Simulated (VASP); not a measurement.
# Li7CaNb8O24 (a cell with a defect) in VASP: a series of runs, part 2 of 2

VASP 6.6.1.

## Step 3: Single point, PBE

Contents of INCAR:

```
ALGO = Normal
EDIFF = 1E-6
ENCUT = 520
GGA = PE
ISIF = 2
ISMEAR = 0
LASPH = T
LCHARG = T
LELF = T
LREAL = Auto
LVHAR = T
LWAVE = F
NBANDS = 166
NELECT = 278.0
NELM = 80
PREC = Accurate
SIGMA = 0.01
```

Contents of KPOINTS:

```
Automatic mesh
0
Gamma
  1 1 1
  0.25 0.25 0.25
```

Contents of POSCAR:

```
Li7CaNb8O24
1.0
    2.5949501352      1.4981951591      4.6722232478
   -5.1899002704      2.9963903182      9.3444464955
    0.0000000000     -5.9927806363      9.3444464955
Li Nb O Ca
7 8 24 1
Direct
    0.7186897006      0.3630187917      0.3610910763
    0.2127069177      0.1106546910      0.1093393565
    0.7347124018      0.3612032790      0.8527174592
    0.2271855541      0.1110958592      0.6027161491
    0.7089821729      0.8587958574      0.3673218667
    0.2117315980      0.6074910701      0.1156620372
    0.7188639183      0.8504684043      0.8609657711
    1.0260694531      0.4956418590      0.4943026765
    0.5037815148      0.2480073270      0.2473440775
    0.9929488373      0.4910496084      1.0125183354
    0.5164785632      0.2369359587      0.7557251402
    0.9841038687      1.0115898771      0.4958681298
    0.5007419904      0.7587207572      0.2411250203
    0.9990036208      0.9986927423      1.0005460866
    0.4782946447      0.7493816700      0.7572310620
    0.2950738360      0.3172246288      0.4417654899
    0.6277814831      0.4442280358      0.1449105579
    0.8900636297      0.1436863453      0.3129747127
    0.3894129493      0.0725202458      0.3893834318
    0.7787807237      0.1943375397      0.0670807133
    0.1348709467      0.3894556601      0.1962779828
    0.2702631047      0.3208373961      0.9421658678
    0.6855972740      0.4252128223      0.6452158946
    0.9008729104      0.1330978625      0.8180773521
    0.3988583050      0.0622045018      0.8894275623
    0.7873623064      0.1925013531      0.5675851757
    0.1694013015      0.3863304823      0.6912544680
    0.2882536710      0.8384205334      0.4270581342
    0.6376300185      0.9469041689      0.1329838636
    0.8835727286      0.6368499322      0.3266625151
    0.3899435406      0.5752317452      0.3899900581
    0.7816520928      0.6930289311      0.0715284165
    0.1349547464      0.8888052793      0.1940053243
    0.2657217463      0.8189104884      0.9459921635
    0.6473387113      0.9410027747      0.6331918257
    0.8505604425      0.6397882985      0.8407417293
    0.3809274260      0.5671631435      0.8848112777
    0.7731237386      0.6883341796      0.5793496964
    0.1342952361      0.8823810370      0.6933372768
    0.2377840521      0.6157982795      0.6194014327
```

Potentials or basis: VASP PAW PBE potentials, release 64 (Li_sv, Nb_sv, O, Ca_sv).

Started as:

```bash
$ cat potpaw_PBE.64/Li_sv/POTCAR potpaw_PBE.64/Nb_sv/POTCAR potpaw_PBE.64/O/POTCAR potpaw_PBE.64/Ca_sv/POTCAR > POTCAR
$ mpirun -np 1 vasp_std > vasp.out
```

It took 12 min on 1 thread of Intel Xeon 8259CL, shared host; peak memory 0.63 GiB.

It converged, with:

* Free energy: -327.6604 eV
* Largest force: 0.057 eV/Å

Forces on the atoms (eV/Å):
```
Li  -0.001 -0.004 -0.004
Li   0.004  0.000 -0.002
Li   0.002  0.002 -0.004
Li  -0.003  0.001 -0.003
Li   0.002  0.002 -0.002
Li  -0.002 -0.003 -0.004
Li  -0.002 -0.005 -0.006
Nb   0.009 -0.017  0.024
Nb  -0.011 -0.008  0.034
Nb  -0.007  0.015  0.036
Nb   0.003  0.025  0.035
Nb   0.005  0.023  0.043
Nb   0.000  0.002  0.031
Nb   0.003 -0.013  0.025
Nb   0.007 -0.016  0.032
O    0.000  0.011 -0.012
O    0.013 -0.004 -0.011
O   -0.007 -0.013 -0.010
O   -0.010 -0.002 -0.010
O    0.009 -0.006 -0.008
O    0.008  0.011 -0.011
O    0.000  0.007 -0.008
O    0.048  0.002  0.002
O   -0.013 -0.005 -0.013
O   -0.006 -0.011 -0.013
O    0.009 -0.016 -0.014
O    0.008 -0.001 -0.025
O   -0.035  0.044  0.009
O    0.013 -0.002 -0.012
O   -0.010 -0.001 -0.014
O   -0.005  0.015 -0.019
O    0.008 -0.005 -0.010
O    0.000  0.015 -0.008
O   -0.001  0.016 -0.011
O    0.006 -0.011 -0.011
O   -0.025 -0.051  0.003
O   -0.012 -0.001 -0.009
O   -0.007 -0.007 -0.023
O   -0.006  0.012 -0.013
Ca   0.005  0.002  0.016
```

Levels at points of the mesh, in eV from the Fermi level:
| k point | band 135 | band 136 | band 137 | band 138 | band 139 | band 140 | band 141 | band 142 | band 143 | band 144 |
| --- | --- | --- | --- | --- | --- | --- | --- | --- | --- | --- |
| (0.25, 0.25, 0.25) | -0.25 | -0.22 | -0.16 | -0.13 | -0.10 | 3.48 | 3.62 | 3.64 | 3.75 | 3.80 |

Caveat: the k points lie up to 1.14 Å⁻¹ apart, too coarse for converged energies, forces and pressures; the cell carries a net charge on a neutralising background, which shifts energy and pressure; the cell is charged against a uniform background, so pressure and absolute levels hang on convention; the cutoff is under 1.25 times the usual one of these potentials, so pressure, stress and relaxed cells hold a basis-set (Pulay) error.

## Step 4: Single point, r2SCAN

Contents of POSCAR:

```
Li7CaNb8O24
1.0
    2.5949501352      1.4981951591      4.6722232478
   -5.1899002704      2.9963903182      9.3444464955
    0.0000000000     -5.9927806363      9.3444464955
Li Nb O Ca
7 8 24 1
Direct
    0.7233771817      0.3568884268      0.3659734686
    0.2071487840      0.1177588390      0.1132233333
    0.7395503956      0.3579734847      0.8528630107
    0.2117367059      0.1188337271      0.6064822045
    0.7143812673      0.8569782996      0.3681235684
    0.2027423549      0.6116902208      0.1173744883
    0.7197507469      0.8485169573      0.8640003777
    1.0236489359      0.5015797503      0.4973858196
    0.5086175822      0.2451889330      0.2543718779
    0.9834362057      0.4984404341      1.0171995883
    0.5130903282      0.2383292884      0.7648066471
    0.9761665663      1.0118683149      0.5056454218
    0.5048998285      0.7594639632      0.2465239622
    0.9961917731      1.0025270187      1.0055836430
    0.4803473033      0.7479129041      0.7612463169
    0.2885003629      0.3221551053      0.4360610462
    0.6206163027      0.4495661090      0.1362061499
    0.8866419613      0.1476073034      0.3117716218
    0.3921260265      0.0686703089      0.3873436225
    0.7861434940      0.1928681874      0.0668114407
    0.1403413084      0.3811395017      0.1931999828
    0.2664631835      0.3233166728      0.9373853399
    0.6845269347      0.4284643004      0.6390189285
    0.8950576364      0.1405684987      0.8156396910
    0.4010318436      0.0596904891      0.8856806693
    0.7903032407      0.1902135325      0.5697280845
    0.1666439058      0.3883803356      0.6874346420
    0.2749119582      0.8413952560      0.4205652448
    0.6314206727      0.9508479062      0.1289205803
    0.8857173569      0.6412567224      0.3214069490
    0.4003223593      0.5710670731      0.3885036550
    0.7927349038      0.6894541389      0.0697261996
    0.1433835007      0.8791938636      0.1886630551
    0.2465700592      0.8269523601      0.9354023601
    0.6328951788      0.9458930885      0.6281012684
    0.8365915094      0.6466322085      0.8359253934
    0.3829239000      0.5648879122      0.8770269575
    0.7797681562      0.6905289647      0.5711753765
    0.1303913716      0.8741112989      0.6888242373
    0.2347425524      0.6179641219      0.6217654150
```

Contents of INCAR.step1:

```
PREC     = Accurate       # precision mode
ENCUT    = 520            # plane-wave cutoff, eV
ISMEAR   = -1             # smearing method
SIGMA    = 0.01           # smearing width, eV
LREAL    = Auto         
LASPH    = True           # aspherical terms in the spheres
NELM     = 60             # most SCF steps
NELECT   = 280.0        
NBANDS   = 166            # bands
GGA      = PE             # functional
ALGO     = Normal         # electronic algorithm
EDIFF    = 1E-4           # SCF threshold, eV
LWAVE    = True           # write WAVECAR
LCHARG   = False          # write CHGCAR
```

Contents of INCAR.step2:

```
PREC     = Accurate       # precision mode
ENCUT    = 520            # plane-wave cutoff, eV
EDIFF    = 1E-6           # SCF threshold, eV
ISMEAR   = -1             # smearing method
SIGMA    = 0.01           # smearing width, eV
LREAL    = Auto         
LASPH    = True           # aspherical terms in the spheres
NELM     = 60             # most SCF steps
ALGO     = Normal         # electronic algorithm
ISIF     = 2              # what is computed and relaxed
LWAVE    = False          # write WAVECAR
LCHARG   = False          # write CHGCAR
METAGGA  = R2SCAN         # meta-GGA
LMIXTAU  = True         
NELECT   = 280.0        
NBANDS   = 166            # bands
ISTART   = 1
```

KPOINTS is that of step 3.

Potentials or basis: VASP PAW PBE potentials, release 64 (Li_sv, Nb_sv, O, Ca_sv).

Started as:

```bash
$ cat potpaw_PBE.64/Li_sv/POTCAR potpaw_PBE.64/Nb_sv/POTCAR potpaw_PBE.64/O/POTCAR potpaw_PBE.64/Ca_sv/POTCAR > POTCAR
$ cp INCAR.step1 INCAR
$ mpirun -np 1 vasp_std > vasp.out
$ cp INCAR.step2 INCAR
$ mpirun -np 1 vasp_std > vasp.out
```

OUTCAR:

```text
PREC = Accurate
   ENCUT = 520
   EDIFF = 1E-6
   ISMEAR = -1
   LREAL = Auto
   LASPH = True
   NELM = 60
   ISIF = 2
   METAGGA = R2SCAN
   NELECT = 280.0
   ISTART = 1

 ion  position               nearest neighbor table
   1  0.723  0.357  0.366-  26 2.03  21 2.06  31 2.07  18 2.27  16 2.28
   2  0.207  0.118  0.113-  18 1.97  29 2.05  22 2.06  20 2.26
   3  0.740  0.358  0.853-  37 2.06  20 2.08  27 2.10  23 2.19  24 2.26
   4  0.212  0.119  0.606-  24 2.02  16 2.06  35 2.07  26 2.21
   5  0.714  0.857  0.368-  38 2.03  19 2.04  33 2.11  28 2.25  30 2.28
   6  0.203  0.612  0.117-  30 2.01  17 2.02  34 2.13  32 2.20
   7  0.720  0.849  0.864-  25 2.04  39 2.04  32 2.05  36 2.11
   8  0.024  0.502  0.497-  23 1.90  16 1.92  30 1.93  31 2.09  38 2.10  27 2.11
   9  0.509  0.245  0.254-  19 1.88  20 1.95  21 1.96  18 2.04  16 2.07  17 2.14
  10  0.983  0.498  0.017-  17 1.88  22 1.99  36 2.01  21 2.01  32 2.03  37 2.13
  11  0.513  0.238  0.765-  25 1.89  27 1.96  26 1.99  24 2.01  22 2.02  23 2.18
  12  0.976  0.012  0.506-  35 1.88  18 1.96  28 1.98  26 1.99  39 2.05  19 2.18
  13  0.505  0.759  0.247-  33 1.92  32 1.95  31 1.95  28 2.02  29 2.06  30 2.12
[... 273 lines left out ...]
 k-point     1 :       0.2500    0.2500    0.2500
  band No.  band energies     occupation
      1     -52.5050      2.00000
      2     -52.4536      2.00000
      3     -52.4448      2.00000
      4     -52.4027      2.00000
      5     -52.3814      2.00000
      6     -52.3638      2.00000
[... 144 lines left out ...]
    151       8.1505      0.00000
    152       8.2872      0.00000
 [bands above 152 left out]

------------------------ aborting loop because EDIFF is reached ----------------------------------------

  FORCE on cell =-STRESS in cart. coord.  units (eV):
  Direction    XX          YY          ZZ          XY          YZ          ZX
  --------------------------------------------------------------------------------------
  -------------------------------------------------------------------------------------
  Total        9.5507237     13.1154964      3.8514999     -0.0099010      0.0423100      0.5604387
  in kB       35.1006072     48.2017804     14.1549468     -0.0363878      0.1554967      2.0597119
  external PRESSURE =      32.4857781 kB  Pullay stress =       0.0000000 kB

 VOLUME and BASIS-vectors are now :
 -----------------------------------------------------------------------------
  energy-cutoff  :      520.00
  volume of cell :      435.95
      direct lattice vectors                 reciprocal lattice vectors
     2.594950135  1.498195159  4.672223248     0.192681930  0.111244964  0.071343623
    -5.189900270  2.996390318  9.344446495    -0.096340965  0.055622482  0.035671811
     0.000000000 -5.992780636  9.344446495    -0.000000000 -0.111244964  0.035671811

 POSITION                                       TOTAL-FORCE (eV/Angst)
 -----------------------------------------------------------------------------------
      0.02491     -0.04006     10.13452         0.001183      0.018659      0.008671
     -0.07362     -0.01532      3.12625        -0.006456     -0.019320     -0.021309
      0.06125     -2.93040     14.76994         0.002830     -0.008770     -0.066467
     -0.06729     -2.96122      7.76696         0.005486      0.004086     -0.005550
     -2.59385      1.43204     14.78565        -0.014677     -0.018760     -0.020697
     -2.64850      1.43321      7.75996         0.029524     -0.009242     -0.015273
[... 32 lines left out ...]
     -4.19819     -1.31344     15.21399         0.045405      0.049773     -0.007505
     -2.59803     -1.52275     12.68136        -0.006838      0.019693      0.001785
 -----------------------------------------------------------------------------------
    total drift:                                0.062353     -0.048671      0.047067

  FREE ENERGIE OF THE ION-ELECTRON SYSTEM (eV)
  ---------------------------------------------------
  free  energy   TOTEN  =      -472.7812456685 eV

  energy  without entropy=     -472.7812456538  energy(sigma->0) =     -472.78124566
```

OUTCAR.step1:

```text
PREC = Accurate
   ENCUT = 520
   ISMEAR = -1
   LREAL = Auto
   LASPH = True
[... 473 lines left out ...]
     -2.59385      1.43204     14.78565        -0.005520      0.001897     -0.003989
     -2.64850      1.43321      7.75996        -0.000119     -0.001304     -0.007138
[... 32 lines left out ...]
     -4.19819     -1.31344     15.21399         0.005915      0.011918     -0.008088
     -2.59803     -1.52275     12.68136        -0.009154      0.013718      0.006923
 -----------------------------------------------------------------------------------
    total drift:                                0.004242      0.011420     -0.000774

  FREE ENERGIE OF THE ION-ELECTRON SYSTEM (eV)
  ---------------------------------------------------
  free  energy   TOTEN  =      -313.7048006362 eV

  energy  without entropy=     -313.7048004551  energy(sigma->0) =     -313.70480055
```

Wall time 37 min (1 thread of Intel Xeon 8259CL, shared host); peak memory 0.73 GiB.

What came out:

| Property | Result |
| --- | --- |
| Free energy | -472.7812 eV |
| Largest force | 0.165 eV/Å |

Forces in eV/Å, atoms in the order of the input:
```
Li   0.001  0.019  0.009
Li  -0.006 -0.019 -0.021
Li   0.003 -0.009 -0.066
Li   0.005  0.004 -0.006
Li  -0.015 -0.019 -0.021
Li   0.030 -0.009 -0.015
Li   0.012  0.002  0.010
Nb   0.047 -0.037 -0.099
Nb   0.009 -0.031 -0.049
Nb  -0.038 -0.019 -0.063
Nb   0.032  0.007 -0.026
Nb   0.013  0.036 -0.047
Nb  -0.029  0.027 -0.039
Nb   0.006  0.000 -0.061
Nb  -0.014 -0.058  0.000
O   -0.061  0.035  0.035
O    0.106  0.039  0.057
O   -0.043 -0.107  0.006
O   -0.105  0.081  0.061
O   -0.003 -0.090  0.016
O    0.034  0.049  0.025
O   -0.008  0.052 -0.002
O    0.122  0.085  0.072
O   -0.049 -0.098 -0.016
O   -0.096  0.055  0.054
O    0.043 -0.072 -0.025
O    0.038  0.038 -0.004
O   -0.053  0.062  0.015
O    0.088  0.024  0.023
O    0.002 -0.096  0.037
O   -0.099  0.021  0.010
O    0.010 -0.075  0.001
O    0.044  0.049  0.036
O   -0.002  0.044  0.012
O    0.082  0.052  0.066
O   -0.064 -0.110  0.006
O   -0.112  0.068  0.043
O    0.031 -0.070 -0.028
O    0.045  0.050 -0.008
Ca  -0.007  0.020  0.002
```

Caveat: the k points lie up to 1.14 Å⁻¹ apart, too coarse for converged energies, forces and pressures; the cell carries a net charge on a neutralising background, which shifts energy and pressure; the cell is charged against a uniform background, so pressure and absolute levels hang on convention; the cutoff is under 1.25 times the usual one of these potentials, so pressure, stress and relaxed cells hold a basis-set (Pulay) error; the PAW data sets were made with another functional, which shifts forces and pressure a little.

## Step 5: Single point, r2SCAN

Contents of POSCAR:

```
Li7CaNb8O24
1.0
    2.5949501352      1.4981951591      4.6722232478
   -5.1899002704      2.9963903182      9.3444464955
    0.0000000000     -5.9927806363      9.3444464955
Li Nb O Ca
7 8 24 1
Direct
    0.7186897006      0.3630187917      0.3610910763
    0.2127069177      0.1106546910      0.1093393565
    0.7347124018      0.3612032790      0.8527174592
    0.2271855541      0.1110958592      0.6027161491
    0.7089821729      0.8587958574      0.3673218667
    0.2117315980      0.6074910701      0.1156620372
    0.7188639183      0.8504684043      0.8609657711
    1.0260694531      0.4956418590      0.4943026765
    0.5037815148      0.2480073270      0.2473440775
    0.9929488373      0.4910496084      1.0125183354
    0.5164785632      0.2369359587      0.7557251402
    0.9841038687      1.0115898771      0.4958681298
    0.5007419904      0.7587207572      0.2411250203
    0.9990036208      0.9986927423      1.0005460866
    0.4782946447      0.7493816700      0.7572310620
    0.2950738360      0.3172246288      0.4417654899
    0.6277814831      0.4442280358      0.1449105579
    0.8900636297      0.1436863453      0.3129747127
    0.3894129493      0.0725202458      0.3893834318
    0.7787807237      0.1943375397      0.0670807133
    0.1348709467      0.3894556601      0.1962779828
    0.2702631047      0.3208373961      0.9421658678
    0.6855972740      0.4252128223      0.6452158946
    0.9008729104      0.1330978625      0.8180773521
    0.3988583050      0.0622045018      0.8894275623
    0.7873623064      0.1925013531      0.5675851757
    0.1694013015      0.3863304823      0.6912544680
    0.2882536710      0.8384205334      0.4270581342
    0.6376300185      0.9469041689      0.1329838636
    0.8835727286      0.6368499322      0.3266625151
    0.3899435406      0.5752317452      0.3899900581
    0.7816520928      0.6930289311      0.0715284165
    0.1349547464      0.8888052793      0.1940053243
    0.2657217463      0.8189104884      0.9459921635
    0.6473387113      0.9410027747      0.6331918257
    0.8505604425      0.6397882985      0.8407417293
    0.3809274260      0.5671631435      0.8848112777
    0.7731237386      0.6883341796      0.5793496964
    0.1342952361      0.8823810370      0.6933372768
    0.2377840521      0.6157982795      0.6194014327
```

Contents of INCAR.step1:

```
PREC = Accurate ; ENCUT = 520
ISMEAR = -1 ; SIGMA = 0.01
LREAL = Auto ; LASPH = T
NELM = 60 ; NELECT = 278.0
NBANDS = 166 ; GGA = PE
ALGO = Normal ; EDIFF = 1E-4
LWAVE = T ; LCHARG = F
```

Contents of INCAR.step2:

```
PREC = Accurate ; ENCUT = 520
EDIFF = 1E-7 ; ISMEAR = -1
SIGMA = 0.01 ; LREAL = Auto
LASPH = T ; NELM = 60
ALGO = Normal ; ISIF = 2
LWAVE = F ; LCHARG = F
METAGGA = R2SCAN ; LMIXTAU = T
NELECT = 278.0 ; NBANDS = 166
ISTART = 1
```

KPOINTS is that of step 4.

Started as:

```bash
$ cat potpaw_PBE.64/Li_sv/POTCAR potpaw_PBE.64/Nb_sv/POTCAR potpaw_PBE.64/O/POTCAR potpaw_PBE.64/Ca_sv/POTCAR > POTCAR
$ cp INCAR.step1 INCAR
$ mpirun -np 1 vasp_std > vasp.out
$ cp INCAR.step2 INCAR
$ mpirun -np 1 vasp_std > vasp.out
```

Wall time 43 min (1 thread of Intel Xeon 8259CL, shared host); peak memory 0.73 GiB.

The run converged. Its results:

```
Free energy   : -486.8401 eV
Largest force : 0.147 eV/Å
```

Forces on the atoms (eV/Å):
```
Li   0.012  0.000  0.011
Li  -0.009 -0.031 -0.036
Li  -0.003 -0.027 -0.046
Li  -0.011  0.017 -0.003
Li  -0.027  0.012 -0.035
Li  -0.008 -0.005 -0.020
Li   0.028 -0.005 -0.025
Nb   0.047 -0.040 -0.096
Nb   0.006 -0.030 -0.032
Nb  -0.050 -0.002 -0.054
Nb   0.014  0.028 -0.046
Nb   0.014  0.069 -0.037
Nb  -0.007  0.048 -0.050
Nb   0.007 -0.014 -0.078
Nb  -0.002 -0.048 -0.038
O   -0.103  0.042  0.037
O    0.105  0.068  0.032
O    0.002 -0.118  0.030
O   -0.090  0.075  0.028
O   -0.006 -0.097  0.033
O    0.077  0.056  0.000
O   -0.073  0.024  0.034
O    0.117  0.081  0.036
O   -0.009 -0.107  0.012
O   -0.079  0.062  0.035
O    0.016 -0.101  0.001
O    0.090  0.022  0.010
O   -0.124  0.072  0.033
O    0.087  0.053  0.017
O    0.018 -0.092  0.027
O   -0.068  0.042  0.000
O   -0.030 -0.101  0.036
O    0.097  0.062  0.035
O   -0.079  0.053  0.024
O    0.070  0.050  0.034
O   -0.009 -0.140  0.038
O   -0.099  0.078  0.024
O   -0.025 -0.085  0.008
O    0.099  0.027  0.020
Ca   0.007  0.003 -0.001
```

Levels at points of the mesh, in eV from the Fermi level:
```tsv
k point	band 135	band 136	band 137	band 138	band 139	band 140	band 141	band 142	band 143	band 144
(0.25, 0.25, 0.25)	-0.57	-0.54	-0.49	-0.45	-0.42	3.57	3.71	3.73	3.84	3.89
```

Caveat: the k points lie up to 1.14 Å⁻¹ apart, too coarse for converged energies, forces and pressures; the cell carries a net charge on a neutralising background, which shifts energy and pressure; the cell is charged against a uniform background, so pressure and absolute levels hang on convention; the cutoff is under 1.25 times the usual one of these potentials, so pressure, stress and relaxed cells hold a basis-set (Pulay) error; the PAW data sets were made with another functional, which shifts forces and pressure a little.
